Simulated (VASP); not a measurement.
# LiH (Fm-3m) in VASP: a series of runs

The runs below take LiH through single point, with PBEsol.

Everything below comes from runs of VASP 6.6.1. Logs are shortened: lines on timing, memory, paths and dates and some standing lists are left out, and cuts for length are marked.

## Step 1: The cell of the first run

It takes space group Fm-3m (No. 225, cubic). The conventional cell has a = 3.472 Å, b = 3.472 Å, c = 3.472 Å, α = 90.00°, β = 90.00°, γ = 90.00°. Within 2.3 Å of Li (site symmetry m-3m) lie 6 H at 1.74 Å. H (site symmetry m-3m) has 6 Li at 1.74 Å within 2.3 Å.

## Step 2: Single point, PBEsol

Input file INCAR:

```
SYSTEM = LiH
  ALGO = Normal
  EDIFF = 1E-7
  ENCUT = 520
  GGA = PS
  ISIF = 2
  ISMEAR = -1
  LASPH = .TRUE.
  LCHARG = .FALSE.
  LREAL = .FALSE.
  LWAVE = .FALSE.
  NBANDS = 9
  NELM = 80
  PREC = Accurate
  SIGMA = 0.05
```

Input file KPOINTS:

```
k-points
0
G
  11 11 11
  0 0 0
```

Input file POSCAR:

```
LiH
1.0
    0.0000000000      1.7358577128      1.7358577128
    1.7358577128      0.0000000000      1.7358577128
    1.7358577128      1.7358577128      0.0000000000
Li H
1 1
Direct
    0.0000000000      0.0000000000      0.0000000000
    0.5000000000      0.5000000000      0.5000000000
```

Potentials or basis: VASP PAW PBE potentials, release 64 (Li_sv, H).

On the command line:

```
> cat potpaw_PBE.64/Li_sv/POTCAR potpaw_PBE.64/H/POTCAR > POTCAR
> mpirun -np 1 vasp_std > vasp.out
```

OUTCAR:

```text
SYSTEM = LiH
   EDIFF = 1E-7
   ENCUT = 520
   GGA = PS
   ISIF = 2
   ISMEAR = -1
   LASPH = .TRUE.
   LREAL = .FALSE.
   NELM = 80
   PREC = Accurate

 ion  position               nearest neighbor table
   1  0.000  0.000  0.000-   2 1.74   2 1.74   2 1.74   2 1.74   2 1.74   2 1.74
   2  0.500  0.500  0.500-   1 1.74   1 1.74   1 1.74   1 1.74   1 1.74   1 1.74

  LATTYP: Found a face centered cubic cell.
 ALAT       =     3.4717154256

  Lattice vectors:

 A1 = (   0.0000000000,   1.7358577128,   1.7358577128)
 A2 = (   1.7358577128,   0.0000000000,   1.7358577128)
 A3 = (   1.7358577128,   1.7358577128,   0.0000000000)

Analysis of symmetry for initial positions (statically):
=====================================================================
 Subroutine PRICEL returns:
 Original cell was already a primitive cell.

 Routine SETGRP: Setting up the symmetry group for a
 face centered cubic supercell.

 Subroutine GETGRP returns: Found 48 space group operations
 (whereof 48 operations were pure point group operations)
 out of a pool of 48 trial point group operations.

The static configuration has the point symmetry O_h .

Analysis of symmetry for dynamics (positions and initial velocities):
=====================================================================
 Subroutine PRICEL returns:
 Original cell was already a primitive cell.

 Routine SETGRP: Setting up the symmetry group for a
 face centered cubic supercell.

 Subroutine GETGRP returns: Found 48 space group operations
 (whereof 48 operations were pure point group operations)
 out of a pool of 48 trial point group operations.

The dynamic configuration has the point symmetry O_h .

 Subroutine INISYM returns: Found 48 space group operations
 (whereof 48 operations are pure point group operations),
 and found     1 'primitive' translations

----------------------------------------------------------------------------------------

                                     Primitive cell

  volume of cell :      10.4610

  direct lattice vectors                    reciprocal lattice vectors
     0.000000000  1.735857713  1.735857713    -0.288042042  0.288042042  0.288042042
     1.735857713  0.000000000  1.735857713     0.288042042 -0.288042042  0.288042042
     1.735857713  1.735857713  0.000000000     0.288042042  0.288042042 -0.288042042

  length of vectors
     2.454873520  2.454873520  2.454873520     0.498903451  0.498903451  0.498903451

  position of ions in fractional coordinates (direct lattice)
     0.000000000  0.000000000  0.000000000
     0.500000000  0.500000000  0.500000000

  ion indices of the primitive-cell ions
   primitive index   ion index
                 1           1
                 2           2

----------------------------------------------------------------------------------------

 KPOINTS: k-points

Automatic generation of k-mesh.
 Grid dimensions read from file:
 generate k-points for:   11   11   11

 Generating k-lattice:

  Cartesian coordinates                     Fractional coordinates (reciprocal lattice)
    -0.026185640  0.026185640  0.026185640     0.090909091  0.000000000  0.000000000
     0.026185640 -0.026185640  0.026185640     0.000000000  0.090909091  0.000000000
     0.026185640  0.026185640 -0.026185640     0.000000000  0.000000000  0.090909091

  Length of vectors
     0.045354859  0.045354859  0.045354859

  Shift w.r.t. Gamma in fractional coordinates (k-lattice)
     0.000000000  0.000000000  0.000000000

 Subroutine IBZKPT returns following result:
 ===========================================

 Found     56 irreducible k-points:

 Following reciprocal coordinates:
            Coordinates               Weight
  0.000000  0.000000  0.000000      1.000000
  0.090909  0.000000  0.000000      8.000000
  0.181818  0.000000  0.000000      8.000000
  0.272727  0.000000  0.000000      8.000000
  0.363636  0.000000  0.000000      8.000000
  0.454545  0.000000  0.000000      8.000000
[... 16 lines left out ...]
 -0.272727  0.181818  0.000000     24.000000
 -0.181818  0.181818  0.000000     12.000000
 [... further k-points ...]
   k-points           NKPTS =     56   k-points in BZ     NKDIM =     56   number of bands    NBANDS=      9
   number of dos      NEDOS =    301   number of ions     NIONS =      2
   total plane-waves  NPLWV =   5832
   dimension x,y,z NGX =    18 NGY =   18 NGZ =   18
   dimension x,y,z NGXF=    36 NGYF=   36 NGZF=   36
   ions per type =               1   1
   NGX,Y,Z   is equivalent  to a cutoff of  12.19, 12.19, 12.19 a.u.
   NGXF,Y,Z  is equivalent  to a cutoff of  24.38, 24.38, 24.38 a.u.
 SYSTEM =  LiH
   PREC   = accura    normal or accurate (medium, high low for compatibility)
   ISTART =      0    job   : 0-new  1-cont  2-samecut
   ICHARG =      2    charge: 1-file 2-atom 10-const
   ISPIN  =      1    spin polarized calculation?
   LNONCOLLINEAR =      F non collinear calculations
   LSORBIT =      F    spin-orbit coupling
   LASPH  =      T    aspherical Exc in radial PAW
   ENCUT  =  520.0 eV  38.22 Ry    6.18 a.u.   4.56  4.56  4.56*2*pi/ulx,y,z
   NELM   =     80;   NELMIN=  2; NELMDL= -5     # of ELM steps
   EDIFF  = 0.1E-06   stopping-criterion for ELM
   LREAL  =      F    real-space projection
   EDIFFG = 0.1E-05   stopping-criterion for IOM
   NSW    =      0    number of steps for IOM
   IBRION =     -1    ionic relax: 0-MD 1-quasi-New 2-CG
   NFREE  =      0    steps in history (QN), initial steepest desc. (CG)
   ISIF   =      2    stress and relaxation
   ISYM   =      2    0-nonsym 1-usesym 2-fastsym
   POTIM  = 0.5000    time-step for ionic-motion
   TEBEG  =    0.0;   TEEND  =   0.0 temperature during run
   PSTRESS=    0.0 pullay stress
   NELECT =       4.0000    total number of electrons
   NUPDOWN=      -1.0000    fix difference up-down
   EMIN   =  10.00;   EMAX   =-10.00  energy-range for DOS
   EFERMI =   0.00;   METHOD = LEGACY
   ISMEAR =    -1;   SIGMA  =   0.05  broadening in eV -4-tet -1-fermi 0-gaus
   EFERMI_NEDOS =   21; number of points for ismear=-14 and -15
   IALGO  =     38    algorithm
   IMIX   =      4    mixing-type and parameters
     AMIX     =   0.40;   BMIX     =  1.00
     AMIX_MAG =   1.60;   BMIX_MAG =  1.00
  volume/ion in A,a.u.               =       5.23        35.30
  Fermi-wavevector in a.u.,A,eV,Ry     =   1.188240  2.245447 19.210249  1.411913
  Thomas-Fermi vector in A             =   2.324373
   LORBIT       =      0    0 simple, 1 ext, 2 COOP (PROOUT), +10 PAW based schemes
   GGA     = PS    functional components
   LHFCALC =     F    Hartree Fock is set to
   AEXX    =    0.0000 exact exchange contribution
   IVDW    =     0    specifies the selected vdW correction
   LEPSILON=     F    determine dielectric tensor
   LRPA    =     F    only Hartree local field effects (RPA)
 non-spin polarized calculation
  energy-cutoff  :      520.00
  volume of cell :       10.46
 maximum number of plane-waves:       295
   NGX =  9   NGY =  9   NGZ =  9

 number of electron       3.9999989 magnetization

 Free energy of the ion-electron system (eV)
  ---------------------------------------------------
  ext. energy  EPLUGINS =         0.00000000
  ---------------------------------------------------
  free energy    TOTEN  =        -5.74124076 eV

  energy without entropy =       -5.74124076  energy(sigma->0) =       -5.74124076

 E-fermi :   3.6872     XC(G=0): -10.1023

 val. band max:        2.5982286717   @ k =  -0.4545   0.4545   0.0000
 cond. band min:       5.0930043584   @ k =  -0.4545   0.4545   0.0000
 fundamental gap:      2.4947756867
 Fermi energy:         3.6872403926

 k-point     1 :       0.0000    0.0000    0.0000
  band No.  band energies     occupation
      1     -41.0817      2.00000
      2      -4.5327      2.00000
      3      25.1613      0.00000
      4      25.1613      0.00000
      5      25.1614      0.00000
      6      25.3227      0.00000
      7      30.9031      0.00000
      8      30.9032      0.00000
      9      30.9032      0.00000

 k-point     2 :       0.0909    0.0000    0.0000
  band No.  band energies     occupation
      1     -41.0635      2.00000
      2      -4.3811      2.00000
      3      22.1780      0.00000
      4      24.6710      0.00000
      5      24.6710      0.00000
      6      25.1872      0.00000
      7      30.1635      0.00000
      8      31.9018      0.00000
      9      31.9018      0.00000

 k-point     3 :       0.1818    0.0000    0.0000
  band No.  band energies     occupation
      1     -41.0147      2.00000
      2      -3.9319      2.00000
      3      17.8460      0.00000
      4      23.7232      0.00000
      5      23.8391      0.00000
      6      23.8391      0.00000
      7      31.1926      0.00000
      8      32.4729      0.00000
      9      32.4729      0.00000

 k-point     4 :       0.2727    0.0000    0.0000
  band No.  band energies     occupation
      1     -40.9504      2.00000
      2      -3.2160      2.00000
      3      13.8600      0.00000
      4      22.2411      0.00000
      5      23.2619      0.00000
      6      23.2619      0.00000
      7      29.9574      0.00000
      8      29.9574      0.00000
      9      33.1576      0.00000

 k-point     5 :       0.3636    0.0000    0.0000
  band No.  band energies     occupation
      1     -40.8909      2.00000
      2      -2.3536      2.00000
      3      10.7222      0.00000
      4      21.1428      0.00000
      5      23.0730      0.00000
      6      23.0731      0.00000
      7      27.8660      0.00000
      8      27.8660      0.00000
      9      35.7123      0.00000

 k-point     6 :       0.4545    0.0000    0.0000
  band No.  band energies     occupation
      1     -40.8553      2.00000
      2      -1.6762      2.00000
      3       8.8849      0.00000
      4      20.5691      0.00000
      5      23.1521      0.00000
      6      23.1522      0.00000
      7      26.6264      0.00000
      8      26.6264      0.00000
      9      38.2267      0.00000
[... 169 lines left out ...]
 k-point    21 :      -0.4545    0.1818    0.0000
  band No.  band energies     occupation
      1     -40.8258      2.00000
      2      -0.6314      2.00000
      3       8.3935      0.00000
      4      14.8931      0.00000
      5      19.5767      0.00000
      6      23.3486      0.00000
      7      32.0850      0.00000
      8      33.7603      0.00000
      9      37.2214      0.00000

 k-point    22 :      -0.3636    0.1818    0.0000
  band No.  band energies     occupation
      1     -40.8370      2.00000
      2      -0.9978      2.00000
      3       9.1411      0.00000
      4      14.7076      0.00000
      5      20.8361      0.00000
      6      23.0159      0.00000
      7      31.0612      0.00000
      8      35.2661      0.00000
      9      37.2064      0.00000

 k-point    23 :      -0.2727    0.1818    0.0000
  band No.  band energies     occupation
      1     -40.8758      2.00000
      2      -1.9451      2.00000
      3      11.5757      0.00000
      4      15.0470      0.00000
      5      22.6147      0.00000
      6      23.0714      0.00000
      7      30.4544      0.00000
      8      34.1745      0.00000
      9      36.9519      0.00000

 k-point    24 :      -0.1818    0.1818    0.0000
  band No.  band energies     occupation
      1     -40.9296      2.00000
      2      -2.8846      2.00000
      3      14.7335      0.00000
      4      16.1536      0.00000
      5      23.4537      0.00000
      6      24.6843      0.00000
      7      29.8717      0.00000
      8      32.1080      0.00000
      9      34.1996      0.00000

 [... further k-points ...]

------------------------ aborting loop because EDIFF is reached ----------------------------------------

  FORCE on cell =-STRESS in cart. coord.  units (eV):
  Direction    XX          YY          ZZ          XY          YZ          ZX
  --------------------------------------------------------------------------------------
  -------------------------------------------------------------------------------------
  Total        1.9823511      1.9823511      1.9823511      0.0000000      0.0000000      0.0000000
  in kB      303.6118962    303.6118962    303.6118962      0.0000000      0.0000000      0.0000000
  external PRESSURE =     303.6118962 kB  Pullay stress =       0.0000000 kB

 VOLUME and BASIS-vectors are now :
 -----------------------------------------------------------------------------
  energy-cutoff  :      520.00
  volume of cell :       10.46
      direct lattice vectors                 reciprocal lattice vectors
     0.000000000  1.735857713  1.735857713    -0.288042042  0.288042042  0.288042042
     1.735857713  0.000000000  1.735857713     0.288042042 -0.288042042  0.288042042
     1.735857713  1.735857713  0.000000000     0.288042042  0.288042042 -0.288042042

 POSITION                                       TOTAL-FORCE (eV/Angst)
 -----------------------------------------------------------------------------------
      0.00000      0.00000      0.00000        -0.000000     -0.000000     -0.000000
      1.73586      1.73586      1.73586         0.000000      0.000000      0.000000
 -----------------------------------------------------------------------------------
    total drift:                               -0.000000      0.000000      0.000000

  FREE ENERGIE OF THE ION-ELECTRON SYSTEM (eV)
  ---------------------------------------------------
  free  energy   TOTEN  =        -5.7412407579 eV

  energy  without entropy=       -5.7412407579  energy(sigma->0) =       -5.74124076
```

Wall time 9.4 s (1 thread of AMD EPYC 7R43 (Zen 3), shared host); peak memory 0.08 GiB.

Results:

| Quantity | Value |
| --- | --- |
| Free energy | -5.7412 eV |
| Band gap on the k mesh | 2.49 eV, direct |

Caveat: the cutoff is under 1.25 times the usual one of these potentials, so pressure, stress and relaxed cells hold a basis-set (Pulay) error; the PAW data sets were made with another functional, which shifts forces and pressure a little. Expect the measured gap to be larger: semilocal functionals such as PBEsol lack the derivative discontinuity.

(Part 1 of 2 ends here.)
